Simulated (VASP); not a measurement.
# V (Im-3m) in VASP: a series of runs

V is run at these levels: PBE, revPBE; tasks: single point.

Program: VASP 6.6.1. These are calculated values, not measurements. Logs are shortened: lines on timing, memory, paths and dates and some standing lists are left out, and cuts for length are marked.

## (1) The cell of the first run

It takes space group Im-3m (No. 229, cubic). The conventional cell has a = 3.026 Å, b = 3.026 Å, c = 3.026 Å, α = 90.00°, β = 90.00°, γ = 90.00°. V (site symmetry m-3m) has 14 V at 2.62 to 3.03 Å within 3.5 Å.

## (2) Single point, PBE, collinear spin, ferromagnetic start

INCAR

```
SYSTEM = V
ALGO = Normal
EDIFF = 1E-6
ENCUT = 500
GGA = PE
GGA_COMPAT = .False.
ISIF = 2
ISMEAR = 0
ISPIN = 2
LASPH = .True.
LCHARG = .True.
LELF = .True.
LMAXMIX = 4
LORBIT = 11
LREAL = .False.
LVHAR = .True.
LWAVE = .False.
MAGMOM = 0.51
NBANDS = 16
NELM = 200
PREC = Accurate
SIGMA = 0.1
```

KPOINTS

```
k-points
0
Gamma
  6 6 6
  0 0 0
```

POSCAR

```
V
1.0
   -1.5130000000      1.5130000000      1.5130000000
    1.5130000000     -1.5130000000      1.5130000000
    1.5130000000      1.5130000000     -1.5130000000
V
1
Direct
    0.0660938533      0.0660938533      0.0000000000
```

Potentials or basis: VASP PAW PBE potentials, release 64 (V_sv).

Command:

```
cat potpaw_PBE.64/V_sv/POTCAR > POTCAR
mpirun -np 1 vasp_std > vasp.out
```

OUTCAR:

```text
SYSTEM = V
   EDIFF = 1E-6
   ENCUT = 500
   GGA = PE
   ISIF = 2
   ISMEAR = 0
   ISPIN = 2
   LASPH = .True.
   LORBIT = 11
   LREAL = .False.
   NELM = 200
   PREC = Accurate

 ion  position               nearest neighbor table
   1  0.066  0.066  0.000-

  LATTYP: Found a body centered cubic cell.
 ALAT       =     3.0260000000

  Lattice vectors:

 A1 = (  -1.5130000000,   1.5130000000,   1.5130000000)
 A2 = (   1.5130000000,  -1.5130000000,   1.5130000000)
 A3 = (   1.5130000000,   1.5130000000,  -1.5130000000)

Analysis of symmetry for initial positions (statically):
=====================================================================
 Subroutine PRICEL returns:
 Original cell was already a primitive cell.

 Routine SETGRP: Setting up the symmetry group for a
 body centered cubic supercell.

 Subroutine GETGRP returns: Found 48 space group operations
 (whereof  8 operations were pure point group operations)
 out of a pool of 48 trial point group operations.

The static configuration has the point symmetry C_4v.
 The point group associated with its full space group is O_h .

Analysis of symmetry for dynamics (positions and initial velocities):
=====================================================================
 Subroutine PRICEL returns:
 Original cell was already a primitive cell.

 Routine SETGRP: Setting up the symmetry group for a
 body centered cubic supercell.

 Subroutine GETGRP returns: Found 48 space group operations
 (whereof  8 operations were pure point group operations)
 out of a pool of 48 trial point group operations.

The dynamic configuration has the point symmetry C_4v.
 The point group associated with its full space group is O_h .

Analysis of structural, dynamic, and magnetic symmetry:
=====================================================================
 Subroutine PRICEL returns:
 Original cell was already a primitive cell.

 Routine SETGRP: Setting up the symmetry group for a
 body centered cubic supercell.

 Subroutine GETGRP returns: Found 48 space group operations
 (whereof  8 operations were pure point group operations)
 out of a pool of 48 trial point group operations.

The overall configuration has the point symmetry C_4v.
 The point group associated with its full space group is O_h .

 Subroutine INISYM returns: Found 48 space group operations
 (whereof  8 operations are pure point group operations),
 and found     1 'primitive' translations

[... 99 lines left out ...]
   EFERMI_NEDOS =   21; number of points for ismear=-14 and -15
   IALGO  =     38    algorithm
   IMIX   =      4    mixing-type and parameters
     AMIX     =   0.40;   BMIX     =  1.00
     AMIX_MAG =   1.60;   BMIX_MAG =  1.00
  volume/ion in A,a.u.               =      13.85        93.49
  Fermi-wavevector in a.u.,A,eV,Ry     =   1.602742  3.028744 34.950411  2.568783
  Thomas-Fermi vector in A             =   2.699515
   LORBIT       =     11    0 simple, 1 ext, 2 COOP (PROOUT), +10 PAW based schemes
   GGA     = PE    functional components
   LHFCALC =     F    Hartree Fock is set to
   AEXX    =    0.0000 exact exchange contribution
   IVDW    =     0    specifies the selected vdW correction
   LEPSILON=     F    determine dielectric tensor
   LRPA    =     F    only Hartree local field effects (RPA)
 spin polarized calculation
 Gauss-broadening in eV      SIGMA  =   0.10
  energy-cutoff  :      500.00
  volume of cell :       13.85
 maximum number of plane-waves:       370
   NGX =  9   NGY =  9   NGZ =  9

 number of electron      13.0000000 magnetization       0.6175560

 Free energy of the ion-electron system (eV)
  ---------------------------------------------------
  ext. energy  EPLUGINS =         0.00000000
  ---------------------------------------------------
  free energy    TOTEN  =        -8.95326057 eV

  energy without entropy =       -8.94710170  energy(sigma->0) =       -8.95018113

 E-fermi :   9.4033     XC(G=0): -12.7458

 val. band max:        9.3466410601   @ k =   0.1667   0.0000   0.0000
 cond. band min:       9.4136997739   @ k =   0.5000   0.5000   0.1667
 fundamental gap:      0.0670587137
 Fermi energy:         9.4033236587

 spin component 1

 k-point     1 :       0.0000    0.0000    0.0000
  band No.  band energies     occupation
      1     -54.5852      1.00000
      2     -27.9278      1.00000
      3     -27.9278      1.00000
      4     -27.9278      1.00000
      5       2.6249      1.00000
      6       9.5102      0.06528
[... 280 lines left out ...]
      2     -28.4943      1.00000
      3     -28.4943      1.00000
      4     -28.4943      1.00000
      5       6.3547      1.00000
      6       6.3547      1.00000
[... 8 lines left out ...]
     15      30.4487      0.00000
     16      40.9056      0.00000
 Fermi energy:         9.4033236587

 spin component 2

 k-point     1 :       0.0000    0.0000    0.0000
  band No.  band energies     occupation
      1     -54.1614      1.00000
      2     -27.5094      1.00000
      3     -27.5094      1.00000
      4     -27.5094      1.00000
      5       3.0642      1.00000
      6      10.0562      0.00000
[... 281 lines left out ...]
      3     -28.0711      1.00000
      4     -28.0711      1.00000
      5       6.6528      1.00000
      6       6.6528      1.00000
[... 8 lines left out ...]
     15      30.7478      0.00000
     16      41.5863      0.00000

------------------------ aborting loop because EDIFF is reached ----------------------------------------

  FORCE on cell =-STRESS in cart. coord.  units (eV):
  Direction    XX          YY          ZZ          XY          YZ          ZX
  --------------------------------------------------------------------------------------
  -------------------------------------------------------------------------------------
  Total       -0.3091341     -0.3091341     -0.3091341     -0.0000000     -0.0000000      0.0000000
  in kB      -35.7503904    -35.7503904    -35.7503904     -0.0000000     -0.0000000      0.0000000
  external PRESSURE =     -35.7503904 kB  Pullay stress =       0.0000000 kB

 VOLUME and BASIS-vectors are now :
 -----------------------------------------------------------------------------
  energy-cutoff  :      500.00
  volume of cell :       13.85
      direct lattice vectors                 reciprocal lattice vectors
    -1.513000000  1.513000000  1.513000000     0.000000000  0.330469266  0.330469266
     1.513000000 -1.513000000  1.513000000     0.330469266  0.000000000  0.330469266
     1.513000000  1.513000000 -1.513000000     0.330469266  0.330469266  0.000000000

 POSITION                                       TOTAL-FORCE (eV/Angst)
 -----------------------------------------------------------------------------------
      0.00000      0.00000      0.20000        -0.000000     -0.000000      0.000000
 -----------------------------------------------------------------------------------
    total drift:                                0.000000      0.000000      0.000063

  FREE ENERGIE OF THE ION-ELECTRON SYSTEM (eV)
  ---------------------------------------------------
  free  energy   TOTEN  =        -8.9532605732 eV

  energy  without entropy=       -8.9471016964  energy(sigma->0) =       -8.95018113

 total charge

# of ion       s       p       d       tot
------------------------------------------
    1        2.332   6.215   3.056  11.604

 magnetization (x)

# of ion       s       p       d       tot
------------------------------------------
    1        0.010   0.051   0.427   0.487
```

stdout:

```text
POSCAR found type information on POSCAR V
 POSCAR found :  1 types and       1 ions
 scaLAPACK will be used
 LDA part: xc-table for (Slater+PW92), standard interpolation
 POSCAR, INCAR and KPOINTS ok, starting setup
 FFT: planning ... GRIDC
 FFT: planning ... GRID_SOFT
 FFT: planning ... GRID
 WAVECAR not read
 entering main loop
```

Wall time 15 s (1 thread of AMD EPYC 7R13, shared host); peak memory 0.1 GiB.

Results:

```
Free energy                                           : -8.9533 eV
Pressure                                              : -3.6 GPa
Net moment                                            : 0.62 μB per cell
Site moments                                          : V +0.49 μB
Valence electrons inside the program's atomic spheres : V 11.60
```

Levels at points of the mesh, in eV from the Fermi level:
Spin up:
```tsv
k point	band 3	band 4	band 5	band 6	band 7	band 8	band 9	band 10	band 11	band 12
(0.00, 0.00, 0.00)	-37.33	-37.33	-6.78	0.11	0.11	0.11	2.19	2.19	20.01	20.01
(0.50, 0.00, 0.00)	-37.59	-37.34	-3.33	-1.37	1.29	2.14	2.53	3.67	9.57	15.46
(0.50, 0.50, 0.50)	-37.90	-37.90	-3.05	-3.05	3.30	3.30	3.30	9.65	9.65	9.65
```
Spin down:
| k point | band 3 | band 4 | band 5 | band 6 | band 7 | band 8 | band 9 | band 10 |
| --- | --- | --- | --- | --- | --- | --- | --- | --- |
| (0.00, 0.00, 0.00) | -36.91 | -36.91 | -6.34 | 0.65 | 0.65 | 0.65 | 2.44 | 2.44 |
| (0.50, 0.00, 0.00) | -37.17 | -36.92 | -2.89 | -0.83 | 1.72 | 2.49 | 2.79 | 4.20 |
| (0.50, 0.50, 0.50) | -37.47 | -37.47 | -2.75 | -2.75 | 3.83 | 3.83 | 3.83 | 10.17 |

Caveat: the k points lie up to 0.49 Å⁻¹ apart.

## (3) Single point, revPBE, collinear spin, ferromagnetic start

INCAR

```
ALGO     = Normal         # electronic algorithm
EDIFF    = 1E-6           # SCF threshold, eV
ENCUT    = 500            # plane-wave cutoff, eV
GGA      = RE             # functional
GGA_COMPAT= False        
ISIF     = 2              # what is computed and relaxed
ISMEAR   = 0              # smearing method
ISPIN    = 2              # spin polarisation
LASPH    = True           # aspherical terms in the spheres
LCHARG   = True           # write CHGCAR
LELF     = True           # ELF
LMAXMIX  = 4              # l up to which the mixer works
LORBIT   = 11             # projections on sites
LREAL    = False          # projectors in reciprocal space
LVHAR    = True         
LWAVE    = False          # write WAVECAR
MAGMOM   = 0.51           # initial moments
NBANDS   = 16             # bands
NELM     = 200            # most SCF steps
PREC     = Accurate       # precision mode
SIGMA    = 0.1            # smearing width, eV
```

KPOINTS

```
k-points
0
Gamma
  6 6 6
```

Edit POSCAR of step 2 so:

```diff
@@ -8,2 +8,2 @@
 Direct
-    0.0660938533      0.0660938533      0.0000000000
+    0.0000000000      0.0000000000      0.0000000000
```

Potentials or basis: VASP PAW PBE potentials, release 64 (V_sv).

Command:

```
cat potpaw_PBE.64/V_sv/POTCAR > POTCAR
mpirun -np 1 vasp_std > vasp.out
```

It took 13 s on 1 thread of AMD EPYC 7R13, shared host; peak memory 0.1 GiB.

The run converged. Its results:

| Property | Result |
| --- | --- |
| Free energy | -8.5797 eV |
| Pressure | -0.5 GPa |
| Net moment | 0.63 μB per cell |
| Site moments | V +0.50 μB |
| Valence electrons inside the program's atomic spheres | V 11.60 |

Levels at points of the mesh, in eV from the Fermi level:
Spin up:
| k point | band 5 | band 6 | band 7 | band 8 | band 9 | band 10 |
| --- | --- | --- | --- | --- | --- | --- |
| (0.00, 0.00, 0.00) | -6.80 | 0.09 | 0.09 | 0.09 | 2.19 | 2.19 |
| (0.50, 0.00, 0.00) | -3.34 | -1.39 | 1.26 | 2.13 | 2.53 | 3.66 |
| (0.50, 0.50, 0.50) | -3.06 | -3.06 | 3.28 | 3.28 | 3.28 | 9.63 |
Spin down:
| k point | band 2 | band 3 | band 4 | band 5 | band 6 | band 7 | band 8 | band 9 | band 10 | band 11 |
| --- | --- | --- | --- | --- | --- | --- | --- | --- | --- | --- |
| (0.00, 0.00, 0.00) | -36.97 | -36.97 | -36.97 | -6.34 | 0.67 | 0.67 | 0.67 | 2.44 | 2.44 | 20.44 |
| (0.50, 0.00, 0.00) | -37.78 | -37.22 | -36.97 | -2.88 | -0.82 | 1.71 | 2.49 | 2.79 | 4.21 | 10.03 |
| (0.50, 0.50, 0.50) | -37.52 | -37.52 | -37.52 | -2.75 | -2.75 | 3.83 | 3.83 | 3.83 | 10.19 | 10.19 |

Caveat: the k points lie up to 0.49 Å⁻¹ apart; the PAW data sets were made with another functional, which shifts forces and pressure a little.
